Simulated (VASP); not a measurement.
# Cd (P6_3/mmc) in VASP: a series of runs

Runs on Cd. Level: PBEsol. Tasks: single point.

Program: VASP 6.6.1. These are calculated values, not measurements. Logs are shortened: lines on timing, memory, paths and dates and some standing lists are left out, and cuts for length are marked.

## Step 1: The cell of the first run

The structure is hexagonal, space group P6_3/mmc (No. 194). Conventional cell: a = 2.600 Å, b = 2.600 Å, c = 4.258 Å, α = 90.00°, β = 90.00°, γ = 120.00°. Within 3.4 Å of Cd (site symmetry -6m2) lie 12 Cd at 2.60 Å.

## Step 2: Single point, PBEsol (volume scaled by 0.6)

File INCAR:

```
ALGO = Normal
EDIFF = 1E-7
ENCUT = 520
GGA = PS
ISIF = 2
ISMEAR = -1
LASPH = T
LCHARG = F
LREAL = F
LWAVE = F
NBANDS = 19
NELM = 60
PREC = Accurate
SIGMA = 0.05
```

File KPOINTS:

```
k-points
0
Gamma
  14 14 8
```

File POSCAR:

```
Cd
1.0
    2.5996062073      0.0000000000      0.0000000000
   -1.2998031036      2.2513250153      0.0000000000
    0.0000000000      0.0000000000      4.2582837749
Cd
2
Direct
    0.3333333333      0.6666666667      0.2500000000
    0.6666666667      0.3333333333      0.7500000000
```

Potentials or basis: VASP PAW PBE potentials, release 64 (Cd).

Command:

```bash
$ cat potpaw_PBE.64/Cd/POTCAR > POTCAR
$ mpirun -np 1 vasp_std > vasp.out
```

OUTCAR:

```text
EDIFF = 1E-7
   ENCUT = 520
   GGA = PS
   ISIF = 2
   ISMEAR = -1
   LASPH = T
   LREAL = F
   NELM = 60
   PREC = Accurate

 ion  position               nearest neighbor table
   1  0.333  0.667  0.250-   2 2.60   2 2.60   2 2.60   2 2.60   2 2.60   2 2.60   2 3.68   2 3.68
                             2 3.68   2 3.68   2 3.68   2 3.68
   2  0.667  0.333  0.750-   1 2.60   1 2.60   1 2.60   1 2.60   1 2.60   1 2.60   1 3.68   1 3.68
                             1 3.68   1 3.68   1 3.68   1 3.68

  LATTYP: Found a hexagonal cell.
 ALAT       =     2.5996062073
 C/A-ratio  =     1.6380495488

  Lattice vectors:

 A1 = (   2.5996062073,   0.0000000000,   0.0000000000)
 A2 = (  -1.2998031036,   2.2513250153,   0.0000000000)
 A3 = (   0.0000000000,   0.0000000000,   4.2582837749)

Analysis of symmetry for initial positions (statically):
=====================================================================
 Subroutine PRICEL returns:
 Original cell was already a primitive cell.

 Routine SETGRP: Setting up the symmetry group for a
 hexagonal supercell.

 Subroutine GETGRP returns: Found 24 space group operations
 (whereof 12 operations were pure point group operations)
 out of a pool of 24 trial point group operations.

The static configuration has the point symmetry D_3d.
 The point group associated with its full space group is D_6h.

Analysis of symmetry for dynamics (positions and initial velocities):
=====================================================================
 Subroutine PRICEL returns:
 Original cell was already a primitive cell.

 Routine SETGRP: Setting up the symmetry group for a
 hexagonal supercell.

 Subroutine GETGRP returns: Found 24 space group operations
 (whereof 12 operations were pure point group operations)
 out of a pool of 24 trial point group operations.

The dynamic configuration has the point symmetry D_3d.
 The point group associated with its full space group is D_6h.

 Subroutine INISYM returns: Found 24 space group operations
 (whereof 12 operations are pure point group operations),
 and found     1 'primitive' translations

----------------------------------------------------------------------------------------

                                     Primitive cell

  volume of cell :      24.9219

  direct lattice vectors                    reciprocal lattice vectors
     2.599606207  0.000000000  0.000000000     0.384673647  0.222091434  0.000000000
    -1.299803104  2.251325015  0.000000000     0.000000000  0.444182867  0.000000000
     0.000000000  0.000000000  4.258283775     0.000000000  0.000000000  0.234836393

  length of vectors
     2.599606207  2.599606207  4.258283775     0.444182867  0.444182867  0.234836393

  position of ions in fractional coordinates (direct lattice)
     0.333333333  0.666666667  0.250000000
     0.666666667  0.333333333  0.750000000

  ion indices of the primitive-cell ions
   primitive index   ion index
                 1           1
                 2           2

----------------------------------------------------------------------------------------

 KPOINTS: k-points

Automatic generation of k-mesh.
 Grid dimensions read from file:
 generate k-points for:   14   14    8

 Generating k-lattice:

  Cartesian coordinates                     Fractional coordinates (reciprocal lattice)
     0.027476689  0.015863674  0.000000000     0.071428571  0.000000000  0.000000000
     0.000000000  0.031727348  0.000000000     0.000000000  0.071428571  0.000000000
     0.000000000  0.000000000  0.029354549     0.000000000  0.000000000  0.125000000

  Length of vectors
     0.031727348  0.031727348  0.029354549

  Shift w.r.t. Gamma in fractional coordinates (k-lattice)
     0.000000000  0.000000000  0.000000000

 Subroutine IBZKPT returns following result:
 ===========================================

 Found    120 irreducible k-points:

 Following reciprocal coordinates:
            Coordinates               Weight
  0.000000  0.000000  0.000000      1.000000
  0.071429  0.000000  0.000000      6.000000
  0.142857 -0.000000  0.000000      6.000000
  0.214286 -0.000000  0.000000      6.000000
  0.285714  0.000000  0.000000      6.000000
  0.357143 -0.000000  0.000000      6.000000
[... 16 lines left out ...]
  0.285714  0.285714  0.000000      6.000000
  0.357143  0.285714  0.000000      6.000000
 [... further k-points ...]
   k-points           NKPTS =    120   k-points in BZ     NKDIM =    120   number of bands    NBANDS=     19
   number of dos      NEDOS =    301   number of ions     NIONS =      2
   total plane-waves  NPLWV =  12800
   dimension x,y,z NGX =    20 NGY =   20 NGZ =   32
   dimension x,y,z NGXF=    40 NGYF=   40 NGZF=   64
   ions per type =               2
   NGX,Y,Z   is equivalent  to a cutoff of  12.79, 12.79, 12.49 a.u.
   NGXF,Y,Z  is equivalent  to a cutoff of  25.58, 25.58, 24.99 a.u.
 SYSTEM =  unknown system
   PREC   = accura    normal or accurate (medium, high low for compatibility)
   ISTART =      0    job   : 0-new  1-cont  2-samecut
   ICHARG =      2    charge: 1-file 2-atom 10-const
   ISPIN  =      1    spin polarized calculation?
   LNONCOLLINEAR =      F non collinear calculations
   LSORBIT =      F    spin-orbit coupling
   LASPH  =      T    aspherical Exc in radial PAW
   ENCUT  =  520.0 eV  38.22 Ry    6.18 a.u.   4.83  4.83  7.92*2*pi/ulx,y,z
   NELM   =     60;   NELMIN=  2; NELMDL= -5     # of ELM steps
   EDIFF  = 0.1E-06   stopping-criterion for ELM
   LREAL  =      F    real-space projection
   EDIFFG = 0.1E-05   stopping-criterion for IOM
   NSW    =      0    number of steps for IOM
   IBRION =     -1    ionic relax: 0-MD 1-quasi-New 2-CG
   NFREE  =      0    steps in history (QN), initial steepest desc. (CG)
   ISIF   =      2    stress and relaxation
   ISYM   =      2    0-nonsym 1-usesym 2-fastsym
   POTIM  = 0.5000    time-step for ionic-motion
   TEBEG  =    0.0;   TEEND  =   0.0 temperature during run
   PSTRESS=    0.0 pullay stress
   NELECT =      24.0000    total number of electrons
   NUPDOWN=      -1.0000    fix difference up-down
   EMIN   =  10.00;   EMAX   =-10.00  energy-range for DOS
   EFERMI =   0.00;   METHOD = LEGACY
   ISMEAR =    -1;   SIGMA  =   0.05  broadening in eV -4-tet -1-fermi 0-gaus
   EFERMI_NEDOS =   21; number of points for ismear=-14 and -15
   IALGO  =     38    algorithm
   IMIX   =      4    mixing-type and parameters
     AMIX     =   0.40;   BMIX     =  1.00
     AMIX_MAG =   1.60;   BMIX_MAG =  1.00
  volume/ion in A,a.u.               =      12.46        84.09
  Fermi-wavevector in a.u.,A,eV,Ry     =   1.616659  3.055043 35.560006  2.613587
  Thomas-Fermi vector in A             =   2.711210
   LORBIT       =      0    0 simple, 1 ext, 2 COOP (PROOUT), +10 PAW based schemes
   GGA     = PS    functional components
   LHFCALC =     F    Hartree Fock is set to
   AEXX    =    0.0000 exact exchange contribution
   IVDW    =     0    specifies the selected vdW correction
   LEPSILON=     F    determine dielectric tensor
   LRPA    =     F    only Hartree local field effects (RPA)
 non-spin polarized calculation
  energy-cutoff  :      520.00
  volume of cell :       24.92
 maximum number of plane-waves:       687
 NGX is ok and might be reduce to    20
   NGX =  9   NGY =  9   NGZ = 15

 number of electron      24.0000005 magnetization

 Free energy of the ion-electron system (eV)
  ---------------------------------------------------
  ext. energy  EPLUGINS =         0.00000000
  ---------------------------------------------------
  free energy    TOTEN  =         1.62293505 eV

  energy without entropy =        1.62610178  energy(sigma->0) =        1.62451841

 E-fermi :   9.3557     XC(G=0): -14.4776

 val. band max:        9.3550174421   @ k =   0.3571   0.2857   0.0000
 cond. band min:       9.3786100675   @ k =   0.2857   0.2857   0.0000
 fundamental gap:      0.0235926254
 Fermi energy:         9.3557240316

 k-point     1 :       0.0000    0.0000    0.0000
  band No.  band energies     occupation
      1      -5.9479      2.00000
      2      -5.3273      2.00000
      3      -3.4353      2.00000
      4      -3.2881      2.00000
      5      -3.2881      2.00000
      6      -2.9656      2.00000
[... 11 lines left out ...]
     18      27.0801      0.00000
     19      29.3082      0.00000

 k-point     2 :       0.0714    0.0000    0.0000
  band No.  band energies     occupation
      1      -5.7691      2.00000
      2      -5.2246      2.00000
      3      -3.5473      2.00000
      4      -3.1828      2.00000
      5      -3.1802      2.00000
      6      -2.9991      2.00000
[... 11 lines left out ...]
     18      27.0995      0.00000
     19      28.9399      0.00000

 k-point     3 :       0.1429   -0.0000    0.0000
  band No.  band energies     occupation
      1      -5.2860      2.00000
      2      -4.9746      2.00000
      3      -3.7173      2.00000
      4      -3.1376      2.00000
      5      -2.8936      2.00000
      6      -2.8801      2.00000
[... 11 lines left out ...]
     18      26.3913      0.00000
     19      27.7887      0.00000

 k-point     4 :       0.2143   -0.0000    0.0000
  band No.  band energies     occupation
      1      -4.8718      2.00000
      2      -4.6812      2.00000
      3      -3.6779      2.00000
      4      -3.4640      2.00000
      5      -3.1574      2.00000
      6      -2.8846      2.00000
[... 11 lines left out ...]
     18      26.0375      0.00000
     19      27.2167      0.00000

 k-point     5 :       0.2857    0.0000    0.0000
  band No.  band energies     occupation
      1      -4.9836      2.00000
      2      -4.5285      2.00000
      3      -4.0639      2.00000
      4      -3.2200      2.00000
      5      -3.0877      2.00000
      6      -2.9377      2.00000
[... 11 lines left out ...]
     18      25.2311      0.00000
     19      25.5008      0.00000

 k-point     6 :       0.3571   -0.0000    0.0000
  band No.  band energies     occupation
      1      -5.2140      2.00000
      2      -4.6194      2.00000
      3      -4.5433      2.00000
      4      -3.2565      2.00000
      5      -2.8877      2.00000
      6      -2.7505      2.00000
[... 11 lines left out ...]
     18      24.3300      0.00000
     19      25.1836      0.00000

 k-point     7 :       0.4286   -0.0000    0.0000
  band No.  band energies     occupation
      1      -5.3916      2.00000
      2      -4.8453      2.00000
      3      -4.7322      2.00000
      4      -3.3671      2.00000
      5      -2.8697      2.00000
      6      -2.7003      2.00000
[... 11 lines left out ...]
     18      23.7172      0.00000
     19      25.1883      0.00000

 k-point     8 :       0.5000   -0.0000    0.0000
  band No.  band energies     occupation
      1      -5.4561      2.00000
      2      -4.9479      2.00000
      3      -4.7774      2.00000
      4      -3.4056      2.00000
      5      -2.9108      2.00000
      6      -2.6344      2.00000
[... 256 lines left out ...]
 k-point    20 :       0.2143    0.2143    0.0000
  band No.  band energies     occupation
      1      -4.4994      2.00000
      2      -4.4203      2.00000
      3      -4.3481      2.00000
      4      -3.4845      2.00000
      5      -3.3284      2.00000
      6      -2.8473      2.00000
[... 11 lines left out ...]
     18      22.2858      0.00000
     19      22.3017      0.00000

 k-point    21 :       0.2857    0.2143    0.0000
  band No.  band energies     occupation
      1      -4.7553      2.00000
      2      -4.5433      2.00000
      3      -4.2279      2.00000
      4      -3.5171      2.00000
      5      -3.1328      2.00000
      6      -2.8911      2.00000
[... 11 lines left out ...]
     18      20.5290      0.00000
     19      21.4998      0.00000

 k-point    22 :       0.3571    0.2143    0.0000
  band No.  band energies     occupation
      1      -4.8912      2.00000
      2      -4.6351      2.00000
      3      -4.1795      2.00000
      4      -3.4787      2.00000
      5      -3.0620      2.00000
      6      -2.9995      2.00000
[... 11 lines left out ...]
     18      20.2172      0.00000
     19      21.0650      0.00000

 k-point    23 :       0.2857    0.2857    0.0000
  band No.  band energies     occupation
      1      -4.8737      2.00000
      2      -4.2505      2.00000
      3      -4.1691      2.00000
      4      -3.4851      2.00000
      5      -3.2977      2.00000
      6      -3.0941      2.00000
[... 11 lines left out ...]
     18      18.9780      0.00000
     19      19.1175      0.00000

 k-point    24 :       0.3571    0.2857    0.0000
  band No.  band energies     occupation
      1      -4.9146      2.00000
      2      -4.2069      2.00000
      3      -4.0377      2.00000
      4      -3.4159      2.00000
      5      -3.4098      2.00000
      6      -3.2308      2.00000
[... 11 lines left out ...]
     18      18.7513      0.00000
     19      18.7782      0.00000

 [... further k-points ...]
[... 5 lines left out ...]
  --------------------------------------------------------------------------------------
  -------------------------------------------------------------------------------------
  Total       20.8249195     20.8249195     20.8242805      0.0000000      0.0000000     -0.0000000
  in kB     1338.7933656   1338.7933656   1338.7522871      0.0000000      0.0000000     -0.0000000
  external PRESSURE =    1338.7796728 kB  Pullay stress =       0.0000000 kB

 VOLUME and BASIS-vectors are now :
 -----------------------------------------------------------------------------
  energy-cutoff  :      520.00
  volume of cell :       24.92
      direct lattice vectors                 reciprocal lattice vectors
     2.599606207  0.000000000  0.000000000     0.384673647  0.222091434  0.000000000
    -1.299803104  2.251325015  0.000000000     0.000000000  0.444182867  0.000000000
     0.000000000  0.000000000  4.258283775     0.000000000  0.000000000  0.234836393

 POSITION                                       TOTAL-FORCE (eV/Angst)
 -----------------------------------------------------------------------------------
     -0.00000      1.50088      1.06457        -0.000000     -0.000000      0.000000
      1.29980      0.75044      3.19371         0.000000      0.000000      0.000000
 -----------------------------------------------------------------------------------
    total drift:                               -0.000000      0.000000     -0.000000

  FREE ENERGIE OF THE ION-ELECTRON SYSTEM (eV)
  ---------------------------------------------------
  free  energy   TOTEN  =         1.6229350539 eV

  energy  without entropy=        1.6261017751  energy(sigma->0) =        1.62451841
```

Run time: 17 s. Hardware: 1 thread of Intel Xeon 6975P-C (Granite Rapids), shared host; peak memory 0.16 GiB.

Results:

```
Free energy            : 1.6229 eV
Pressure               : 133.9 GPa
Band gap on the k mesh : zero (band 12 reaches 10.51 eV, above the bottom of band 13 at 8.63 eV)
```

Levels at points of the mesh, in eV from the Fermi level:
```tsv
k point	band 10	band 11	band 12	band 13	band 14	band 15
(0.00, 0.00, 0.00)	-10.42	-10.42	-6.29	-0.73	13.71	16.27
(0.50, 0.00, 0.00)	-10.04	-5.61	-3.55	3.30	3.31	6.91
(0.00, 0.00, 0.50)	-10.86	-10.86	-10.86	8.34	8.34	14.30
(0.50, 0.00, 0.50)	-10.11	-4.77	-4.77	0.57	0.57	11.60
```

Caveat: the cell differs from its parent crystal (volume scaled by 0.6); the PAW data sets were made with another functional, which shifts forces and pressure a little.

## Step 3: Single point, PBEsol

This run uses another cell than the first one, of 14.54 Å³/atom, 1.167 times its volume.

File INCAR:

```
ALGO = Normal
EDIFF = 1E-6
ENCUT = 520
GGA = PS
ISIF = 2
ISMEAR = -1
LASPH = T
LCHARG = T
LELF = T
LREAL = F
LVHAR = T
LWAVE = F
NBANDS = 19
NELM = 60
PREC = Accurate
SIGMA = 0.05
```

KPOINTS is that of step 2.

File POSCAR:

```
Cd
1.0
    2.7226046761      0.0000000000      0.0000000000
   -1.3613023380      2.3578448139      0.0000000000
    0.0000000000      0.0000000000      4.5292610006
Cd
2
Direct
    0.3333333333      0.6666666667      0.2500000000
    0.6666666667      0.3333333333      0.7500000000
```

Potentials or basis: VASP PAW PBE potentials, release 64 (Cd).

Command:

```bash
$ cat potpaw_PBE.64/Cd/POTCAR > POTCAR
$ mpirun -np 1 vasp_std > vasp.out
```

Run time: 18 s. Hardware: 1 thread of Intel Xeon 6975P-C (Granite Rapids), shared host; peak memory 0.17 GiB.

It converged, with:

* Free energy: -0.7785 eV
* Pressure: 60.8 GPa
* Band gap on the k mesh: zero (band 12 reaches 8.02 eV, above the bottom of band 13 at 5.79 eV)

Levels at points of the mesh, in eV from the Fermi level:
```tsv
k point	band 9	band 10	band 11	band 12	band 13	band 14	band 15	band 16
(0.00, 0.00, 0.00)	-10.71	-9.72	-9.72	-5.19	-1.32	13.90	15.61	16.35
(0.50, 0.00, 0.00)	-9.53	-9.40	-4.75	-3.23	2.99	3.10	5.79	6.47
(0.00, 0.00, 0.50)	-10.05	-10.05	-10.05	-10.05	7.25	7.25	14.37	14.37
(0.50, 0.00, 0.50)	-9.45	-9.45	-3.81	-3.81	0.21	0.21	10.86	10.86
```

Caveat: the PAW data sets were made with another functional, which shifts forces and pressure a little.

(Continued in part 2 of 2.)
